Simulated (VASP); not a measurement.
# SnSe (I4/mmm) in VASP: a series of runs

Runs on SnSe. Level: LDA. Tasks: single point.

Program: VASP 6.6.1. These are calculated values, not measurements. Logs are shortened: lines on timing, memory, paths and dates and some standing lists are left out, and cuts for length are marked.

### 1 The cell of the first run

Symmetry: I4/mmm, No. 139, tetragonal system. The conventional cell has a = 4.044 Å, b = 4.044 Å, c = 6.170 Å, α = 90.00°, β = 90.00°, γ = 90.00°. Within 3.8 Å of Sn (site symmetry 4/mmm) lie 6 Se at 2.86 to 3.09 Å. Se (site symmetry 4/mmm) has 6 Sn at 2.86 to 3.09 Å within 3.8 Å.

### 2 Single point, LDA (strain -0.050 along x and y, +0.025 along z)

INCAR

```
  PREC = Accurate
  ENCUT = 520
  EDIFF = 1E-7
  ISMEAR = 0
  SIGMA = 0.05
  LREAL = False
  LASPH = True
  NELM = 100
  ALGO = Normal
  ISIF = 2
  LWAVE = False
  LCHARG = True
  LELF = True
  LVHAR = True
  NBANDS = 17
```

KPOINTS

```
regular mesh
0
Gamma
  8 8 8
```

POSCAR

```
SnSe
1.0
    0.0000000000      2.8595000000      3.0852500000
    2.8595000000      0.0000000000      3.0852500000
    2.8595000000      2.8595000000      0.0000000000
Sn Se
1 1
Direct
    0.0000000000      0.0000000000      0.0000000000
    0.5000000000      0.5000000000      0.5000000000
```

Potentials or basis: VASP PAW LDA potentials, release 64 (Sn_d, Se).

Command:

```bash
> cat potpaw_LDA.64/Sn_d/POTCAR potpaw_LDA.64/Se/POTCAR > POTCAR
> mpirun -np 1 vasp_std > vasp.out
```

OUTCAR:

```text
PREC = Accurate
   ENCUT = 520
   EDIFF = 1E-7
   ISMEAR = 0
   LREAL = False
   LASPH = True
   NELM = 100
   ISIF = 2

 ion  position               nearest neighbor table
   1  0.000  0.000  0.000-   2 2.86   2 2.86   2 2.86   2 2.86   2 3.09   2 3.09
   2  0.500  0.500  0.500-   1 2.86   1 2.86   1 2.86   1 2.86   1 3.09   1 3.09

  LATTYP: Found a body centered tetragonal cell.
 ALAT       =     4.0439436816
 C/A-ratio  =     1.5258620015

  Lattice vectors:

 A1 = (  -2.8595000000,   0.0000000000,   3.0852500000)
 A2 = (   2.8595000000,   0.0000000000,   3.0852500000)
 A3 = (   0.0000000000,   2.8595000000,  -3.0852500000)

Analysis of symmetry for initial positions (statically):
=====================================================================
 Subroutine PRICEL returns:
 Original cell was already a primitive cell.

 Routine SETGRP: Setting up the symmetry group for a
 body centered tetragonal supercell.

 Subroutine GETGRP returns: Found 16 space group operations
 (whereof 16 operations were pure point group operations)
 out of a pool of 16 trial point group operations.

The static configuration has the point symmetry D_4h.

Analysis of symmetry for dynamics (positions and initial velocities):
=====================================================================
 Subroutine PRICEL returns:
 Original cell was already a primitive cell.

 Routine SETGRP: Setting up the symmetry group for a
 body centered tetragonal supercell.

 Subroutine GETGRP returns: Found 16 space group operations
 (whereof 16 operations were pure point group operations)
 out of a pool of 16 trial point group operations.

The dynamic configuration has the point symmetry D_4h.

 Subroutine INISYM returns: Found 16 space group operations
 (whereof 16 operations are pure point group operations),
 and found     1 'primitive' translations

----------------------------------------------------------------------------------------

                                     Primitive cell

  volume of cell :      50.4546

  direct lattice vectors                    reciprocal lattice vectors
     0.000000000  2.859500000  3.085250000    -0.174855744  0.174855744  0.162061421
     2.859500000  0.000000000  3.085250000     0.174855744 -0.174855744  0.162061421
     2.859500000  2.859500000  0.000000000     0.174855744  0.174855744 -0.162061421

  length of vectors
     4.206602883  4.206602883  4.043943682     0.295656839  0.295656839  0.295656839

  position of ions in fractional coordinates (direct lattice)
     0.000000000  0.000000000  0.000000000
     0.500000000  0.500000000  0.500000000

  ion indices of the primitive-cell ions
   primitive index   ion index
                 1           1
                 2           2

----------------------------------------------------------------------------------------

 KPOINTS: regular mesh

Automatic generation of k-mesh.
 Grid dimensions read from file:
 generate k-points for:    8    8    8

 Generating k-lattice:

  Cartesian coordinates                     Fractional coordinates (reciprocal lattice)
    -0.021856968  0.021856968  0.020257678     0.125000000 -0.000000000  0.000000000
     0.021856968 -0.021856968  0.020257678    -0.000000000  0.125000000  0.000000000
     0.021856968  0.021856968 -0.020257678     0.000000000  0.000000000  0.125000000

  Length of vectors
     0.036957105  0.036957105  0.036957105

  Shift w.r.t. Gamma in fractional coordinates (k-lattice)
     0.000000000  0.000000000  0.000000000

 Subroutine IBZKPT returns following result:
 ===========================================

 Found     59 irreducible k-points:

 Following reciprocal coordinates:
            Coordinates               Weight
  0.000000  0.000000  0.000000      1.000000
  0.125000 -0.000000  0.000000      8.000000
  0.250000 -0.000000  0.000000      8.000000
  0.375000 -0.000000  0.000000      8.000000
  0.500000 -0.000000  0.000000      4.000000
  0.125000  0.125000  0.000000      2.000000
[... 16 lines left out ...]
  0.250000 -0.000000  0.125000     16.000000
  0.375000 -0.000000  0.125000     16.000000
 [... further k-points ...]
   k-points           NKPTS =     59   k-points in BZ     NKDIM =     59   number of bands    NBANDS=     17
   number of dos      NEDOS =    301   number of ions     NIONS =      2
   total plane-waves  NPLWV =  30720
   dimension x,y,z NGX =    32 NGY =   32 NGZ =   30
   dimension x,y,z NGXF=    64 NGYF=   64 NGZF=   60
   ions per type =               1   1
   NGX,Y,Z   is equivalent  to a cutoff of  12.65, 12.65, 12.33 a.u.
   NGXF,Y,Z  is equivalent  to a cutoff of  25.29, 25.29, 24.67 a.u.
 SYSTEM =  unknown system
   PREC   = accura    normal or accurate (medium, high low for compatibility)
   ISTART =      0    job   : 0-new  1-cont  2-samecut
   ICHARG =      2    charge: 1-file 2-atom 10-const
   ISPIN  =      1    spin polarized calculation?
   LNONCOLLINEAR =      F non collinear calculations
   LSORBIT =      F    spin-orbit coupling
   LASPH  =      T    aspherical Exc in radial PAW
   ENCUT  =  520.0 eV  38.22 Ry    6.18 a.u.   7.82  7.82  7.52*2*pi/ulx,y,z
   NELM   =    100;   NELMIN=  2; NELMDL= -5     # of ELM steps
   EDIFF  = 0.1E-06   stopping-criterion for ELM
   LREAL  =      F    real-space projection
   EDIFFG = 0.1E-05   stopping-criterion for IOM
   NSW    =      0    number of steps for IOM
   IBRION =     -1    ionic relax: 0-MD 1-quasi-New 2-CG
   NFREE  =      0    steps in history (QN), initial steepest desc. (CG)
   ISIF   =      2    stress and relaxation
   ISYM   =      2    0-nonsym 1-usesym 2-fastsym
   POTIM  = 0.5000    time-step for ionic-motion
   TEBEG  =    0.0;   TEEND  =   0.0 temperature during run
   PSTRESS=    0.0 pullay stress
   NELECT =      20.0000    total number of electrons
   NUPDOWN=      -1.0000    fix difference up-down
   EMIN   =  10.00;   EMAX   =-10.00  energy-range for DOS
   EFERMI =   0.00;   METHOD = LEGACY
   ISMEAR =     0;   SIGMA  =   0.05  broadening in eV -4-tet -1-fermi 0-gaus
   EFERMI_NEDOS =   21; number of points for ismear=-14 and -15
   IALGO  =     38    algorithm
   IMIX   =      4    mixing-type and parameters
     AMIX     =   0.40;   BMIX     =  1.00
     AMIX_MAG =   1.60;   BMIX_MAG =  1.00
  volume/ion in A,a.u.               =      25.23       170.24
  Fermi-wavevector in a.u.,A,eV,Ry     =   1.202591  2.272568 19.677090  1.446225
  Thomas-Fermi vector in A             =   2.338368
   LORBIT       =      0    0 simple, 1 ext, 2 COOP (PROOUT), +10 PAW based schemes
   GGA     = CA    functional components
   LHFCALC =     F    Hartree Fock is set to
   AEXX    =    0.0000 exact exchange contribution
   IVDW    =     0    specifies the selected vdW correction
   LEPSILON=     F    determine dielectric tensor
   LRPA    =     F    only Hartree local field effects (RPA)
 non-spin polarized calculation
 Gauss-broadening in eV      SIGMA  =   0.05
  energy-cutoff  :      520.00
  volume of cell :       50.45
 maximum number of plane-waves:      1412
   NGX = 15   NGY = 15   NGZ = 15

 number of electron      20.0000000 magnetization

 Free energy of the ion-electron system (eV)
  ---------------------------------------------------
  ext. energy  EPLUGINS =         0.00000000
  ---------------------------------------------------
  free energy    TOTEN  =        -9.42062992 eV

  energy without entropy =       -9.42062992  energy(sigma->0) =       -9.42062992

 E-fermi :   6.6731     XC(G=0): -10.2236

 val. band max:        6.4665281085   @ k =  -0.3750   0.1250   0.0000
 cond. band min:       6.8971127929   @ k =  -0.3750   0.0000   0.1250
 fundamental gap:      0.4305846845
 Fermi energy:         6.6730637312

 k-point     1 :       0.0000    0.0000    0.0000
  band No.  band energies     occupation
      1     -15.1827      2.00000
      2     -15.1631      2.00000
      3     -15.1631      2.00000
      4     -15.1520      2.00000
      5     -15.1489      2.00000
      6      -8.1197      2.00000
[... 9 lines left out ...]
     16      12.3339      0.00000
     17      13.5660      0.00000

 k-point     2 :       0.1250   -0.0000    0.0000
  band No.  band energies     occupation
      1     -15.1827      2.00000
      2     -15.1628      2.00000
      3     -15.1617      2.00000
      4     -15.1537      2.00000
      5     -15.1465      2.00000
      6      -7.9931      2.00000
[... 9 lines left out ...]
     16      12.6911      0.00000
     17      14.5472      0.00000

 k-point     3 :       0.2500   -0.0000    0.0000
  band No.  band energies     occupation
      1     -15.1837      2.00000
      2     -15.1626      2.00000
      3     -15.1618      2.00000
      4     -15.1535      2.00000
      5     -15.1398      2.00000
      6      -7.6476      2.00000
[... 9 lines left out ...]
     16      13.6044      0.00000
     17      16.5836      0.00000

 k-point     4 :       0.3750   -0.0000    0.0000
  band No.  band energies     occupation
      1     -15.1855      2.00000
      2     -15.1674      2.00000
      3     -15.1609      2.00000
      4     -15.1494      2.00000
      5     -15.1323      2.00000
      6      -7.2178      2.00000
[... 9 lines left out ...]
     16      15.2122      0.00000
     17      17.9034      0.00000
[... 343 lines left out ...]
      1     -15.1806      2.00000
      2     -15.1647      2.00000
      3     -15.1606      2.00000
      4     -15.1566      2.00000
      5     -15.1438      2.00000
      6      -7.9384      2.00000
[... 9 lines left out ...]
     16      13.5128      0.00000
     17      13.8417      0.00000

 k-point    23 :       0.2500   -0.0000    0.1250
  band No.  band energies     occupation
      1     -15.1802      2.00000
      2     -15.1652      2.00000
      3     -15.1632      2.00000
      4     -15.1562      2.00000
      5     -15.1372      2.00000
      6      -7.6526      2.00000
[... 9 lines left out ...]
     16      14.3203      0.00000
     17      15.2477      0.00000

 k-point    24 :       0.3750   -0.0000    0.1250
  band No.  band energies     occupation
      1     -15.1824      2.00000
      2     -15.1694      2.00000
      3     -15.1633      2.00000
      4     -15.1521      2.00000
      5     -15.1301      2.00000
      6      -7.2372      2.00000
[... 9 lines left out ...]
     16      15.8471      0.00000
     17      17.1545      0.00000

 [... further k-points ...]
[... 5 lines left out ...]
  --------------------------------------------------------------------------------------
  -------------------------------------------------------------------------------------
  Total        1.6868756      1.6868756     -1.5897920      0.0000000      0.0000000     -0.0000000
  in kB       53.5664764     53.5664764    -50.4836019      0.0000000      0.0000000     -0.0000000
  external PRESSURE =      18.8831170 kB  Pullay stress =       0.0000000 kB

 VOLUME and BASIS-vectors are now :
 -----------------------------------------------------------------------------
  energy-cutoff  :      520.00
  volume of cell :       50.45
      direct lattice vectors                 reciprocal lattice vectors
     0.000000000  2.859500000  3.085250000    -0.174855744  0.174855744  0.162061421
     2.859500000  0.000000000  3.085250000     0.174855744 -0.174855744  0.162061421
     2.859500000  2.859500000  0.000000000     0.174855744  0.174855744 -0.162061421

 POSITION                                       TOTAL-FORCE (eV/Angst)
 -----------------------------------------------------------------------------------
      0.00000      0.00000      0.00000         0.000000      0.000000      0.000000
      2.85950      2.85950      3.08525        -0.000000     -0.000000      0.000000
 -----------------------------------------------------------------------------------
    total drift:                                0.000000     -0.000000     -0.000000

  FREE ENERGIE OF THE ION-ELECTRON SYSTEM (eV)
  ---------------------------------------------------
  free  energy   TOTEN  =        -9.4206299166 eV

  energy  without entropy=       -9.4206299165  energy(sigma->0) =       -9.42062992
```

It took 26 s on 1 thread of Intel Xeon Platinum 8559C (Emerald Rapids), shared host; peak memory 0.19 GiB.

What came out:

```
Free energy            : -9.4206 eV
Pressure               : 1.9 GPa
Band gap on the k mesh : 0.43 eV, indirect (least direct gap 0.55 eV)
```

Caveat: the cell differs from its parent crystal (strain -0.050 along x and y, +0.025 along z); spin-orbit coupling is left out, which moves the levels of the heavy elements.

### 3 Single point, LDA (strain -0.050 along x and y, +0.050 along z)

INCAR

```
SYSTEM = SnSe
PREC = Accurate
ENCUT = 520
EDIFF = 1E-6
ISMEAR = 0
SIGMA = 0.05
LREAL = .FALSE.
LASPH = .TRUE.
NELM = 80
ALGO = Normal
ISIF = 2
LWAVE = .FALSE.
LCHARG = .FALSE.
GGA = CA
NBANDS = 17
```

KPOINTS

```
regular mesh
0
G
  8 8 8
  0 0 0
```

POSCAR

```
SnSe
1.0
    0.0000000000      2.8595000000      3.1605000000
    2.8595000000      0.0000000000      3.1605000000
    2.8595000000      2.8595000000      0.0000000000
Sn Se
1 1
Direct
    0.0000000000      0.0000000000      0.0000000000
    0.5000000000      0.5000000000      0.5000000000
```

Potentials or basis: VASP PAW LDA potentials, release 64 (Sn_d, Se).

Command:

```bash
> cat potpaw_LDA.64/Sn_d/POTCAR potpaw_LDA.64/Se/POTCAR > POTCAR
> mpirun -np 1 vasp_std > vasp.out
```

It took 26 s on 1 thread of Intel Xeon Platinum 8559C (Emerald Rapids), shared host; peak memory 0.19 GiB.

The run converged. Its results:

* Free energy: -9.3746 eV
* Pressure: 1.0 GPa
* Band gap on the k mesh: 0.28 eV, indirect (least direct gap 0.43 eV)

Stress tensor (GPa, compression positive):
```
 4.95  0.00  0.00
 0.00  4.95  0.00
 0.00  0.00 -6.85
```

Levels at points of the mesh, in eV from the valence-band top:
| k point | band 8 | band 9 | band 10 | band 11 | band 12 | band 13 |
| --- | --- | --- | --- | --- | --- | --- |
| (0.00, 0.00, 0.00) | -2.89 | -2.89 | -2.02 | 2.78 | 5.05 | 5.05 |
| (0.50, 0.00, 0.00) | -2.45 | -2.19 | -0.46 | 0.67 | 0.80 | 1.19 |
| (0.50, 0.50, 0.00) | -5.97 | -3.99 | -3.99 | 2.80 | 5.15 | 5.74 |
| (0.50, 0.00, 0.50) | -6.20 | -4.78 | -3.65 | 2.50 | 4.00 | 6.45 |

Caveat: the cell differs from its parent crystal (strain -0.050 along x and y, +0.050 along z); spin-orbit coupling is left out, which moves the levels of the heavy elements. A k mesh can miss the band edges.

### 4 Single point, LDA (strain +0.000 along x and y, -0.050 along z)

INCAR

```
SYSTEM = SnSe
PREC = Accurate
ENCUT = 520
EDIFF = 1E-6
ISMEAR = 0
SIGMA = 0.05
LREAL = .FALSE.
LASPH = .TRUE.
NELM = 60
ALGO = Normal
ISIF = 2
LWAVE = .FALSE.
LCHARG = .TRUE.
GGA = CA
LELF = .TRUE.
LVHAR = .TRUE.
NBANDS = 17
```

KPOINTS is that of step 3.

POSCAR

```
SnSe
1.0
    0.0000000000      3.0100000000      2.8595000000
    3.0100000000      0.0000000000      2.8595000000
    3.0100000000      3.0100000000      0.0000000000
Sn Se
1 1
Direct
    0.0000000000      0.0000000000      0.0000000000
    0.5000000000      0.5000000000      0.5000000000
```

Command:

```bash
> cat potpaw_LDA.64/Sn_d/POTCAR potpaw_LDA.64/Se/POTCAR > POTCAR
> mpirun -np 1 vasp_std > vasp.out
```

Run time: 20 s. Hardware: 1 thread of Intel Xeon Platinum 8559C (Emerald Rapids), shared host; peak memory 0.18 GiB.

Results (log left out):

```yaml
Free_energy: -9.4672 eV
Pressure: -0.2 GPa
Band_gap_on_the_k_mesh: 0.70 eV, indirect (least direct gap 0.73 eV)
```

Stress tensor (GPa, compression positive):
```
-2.78  0.00  0.00
 0.00 -2.78  0.00
 0.00  0.00  4.94
```

Levels at points of the mesh, in eV from the valence-band top:
```csv
k point,band 8,band 9,band 10,band 11,band 12,band 13
"(0.00, 0.00, 0.00)",-2.59,-2.05,-2.05,4.09,4.09,5.42
"(0.50, 0.00, 0.00)",-2.01,-1.92,-0.06,0.87,1.10,1.44
"(0.50, 0.50, 0.00)",-5.82,-3.87,-3.87,2.79,5.47,5.47
"(0.50, 0.00, 0.50)",-5.72,-4.04,-3.44,2.98,5.08,6.08
```

Caveat: the cell differs from its parent crystal (strain +0.000 along x and y, -0.050 along z); spin-orbit coupling is left out, which moves the levels of the heavy elements. A k mesh can miss the band edges.

### 5 Overview

```tsv
cell	gap on the mesh (eV)	pressure (GPa)
a = 4.207, b = 4.207, c = 4.044 Å, angles 61.3, 61.3, 57.5°, 2 atoms	0.43	1.9
a = 4.262, b = 4.262, c = 4.044 Å, angles 61.7, 61.7, 56.6°, 2 atoms	0.28	1.0
a = 4.152, b = 4.152, c = 4.257 Å, angles 59.2, 59.2, 61.7°, 2 atoms	0.70	-0.2
```

Alike in all rows: task single point; level LDA; potentials or basis VASP PAW LDA potentials, release 64 (Sn_d, Se); no spin polarisation; k mesh 8 × 8 × 8; cutoff (eV) 520; smearing gaussian 0.05 eV.

Caveats: spin-orbit coupling is left out, which moves the levels of the heavy elements.

Absolute energies hang on the potentials; compare differences alone.
